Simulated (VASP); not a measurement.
Here is a VASP 6.6.1 calculation.

Contents of INCAR:

```
SYSTEM = TaN
PREC = Accurate
ENCUT = 520
EDIFF = 1E-7
ISMEAR = 0
SIGMA = 0.15
LREAL = .FALSE.
LASPH = .TRUE.
NELM = 100
ALGO = Normal
ISIF = 2
LWAVE = .FALSE.
LCHARG = .TRUE.
GGA = PE
LELF = .TRUE.
LVHAR = .TRUE.
NBANDS = 15
```

Contents of KPOINTS:

```
regular mesh
0
G
  15 15 12
  0 0 0
```

The input POSCAR:

```
TaN
1.0
    2.9501846797      0.0000000000      0.0000000000
   -1.4750923398      2.5549348785      0.0000000000
    0.0000000000      0.0000000000      2.8977716014
Ta N
1 1
Direct
    0.3333333333      0.6666666667      0.5000000000
    0.0000000000      0.0000000000      0.0000000000
```

Potentials or basis: VASP PAW PBE potentials, release 64 (Ta_pv, N).

The run is started by

```sh
$ cat potpaw_PBE.64/Ta_pv/POTCAR potpaw_PBE.64/N/POTCAR > POTCAR
$ mpirun -np 1 vasp_std > vasp.out
```

Question: Predict the band gap on the k mesh.

Answer: Zero (band 8 reaches 8.34 eV, above the bottom of band 9 at 8.03 eV).

Question: Estimate the pressure.

Answer: 0.7 GPa.

Stress tensor (GPa, compression positive):
```
0.59 0.00 0.00
0.00 0.59 0.00
0.00 0.00 0.79
```

Caveat: spin-orbit coupling is left out, which moves the levels of the heavy elements.
